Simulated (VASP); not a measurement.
Input of a VASP 6.6.1 run:

File POSCAR:

```
W
1.0
   -1.5867672400      1.5867672400      1.5867672400
    1.5867672400     -1.5867672400      1.5867672400
    1.5867672400      1.5867672400     -1.5867672400
W
1
Direct
    0.0000000000      0.0000000000      0.0000000000
```

File INCAR.step1:

```
  PREC = Accurate
  ENCUT = 520
  ISMEAR = -1
  SIGMA = 0.1
  LREAL = False
  LASPH = True
  NELM = 60
  NBANDS = 13
  GGA = PE
  ALGO = Normal
  EDIFF = 1E-4
  LWAVE = True
  LCHARG = False
```

The input INCAR.step2:

```
  PREC = Accurate
  ENCUT = 520
  EDIFF = 1E-7
  ISMEAR = -1
  SIGMA = 0.1
  LREAL = False
  LASPH = True
  NELM = 60
  ALGO = Normal
  ISIF = 2
  LWAVE = False
  LCHARG = False
  METAGGA = R2SCAN
  LMIXTAU = True
  NBANDS = 13
  ISTART = 1
```

File KPOINTS:

```
Automatic mesh
0
Gamma
  15 15 15
```

Potentials or basis: VASP PAW PBE potentials, release 64 (W_sv).

Command:

```sh
$ cat potpaw_PBE.64/W_sv/POTCAR > POTCAR
$ cp INCAR.step1 INCAR
$ mpirun -np 1 vasp_std > vasp.out
$ cp INCAR.step2 INCAR
$ mpirun -np 1 vasp_std > vasp.out
```

Q: What does it give for the pressure?

A: -0.2 GPa.

Q: What does it give for the band gap on the k mesh?

A: Zero (band 7 reaches 15.92 eV, above the bottom of band 8 at 9.90 eV).

Caveat: the PAW data sets were made with another functional, which shifts forces and pressure a little; spin-orbit coupling is left out, which moves the levels of the heavy elements.
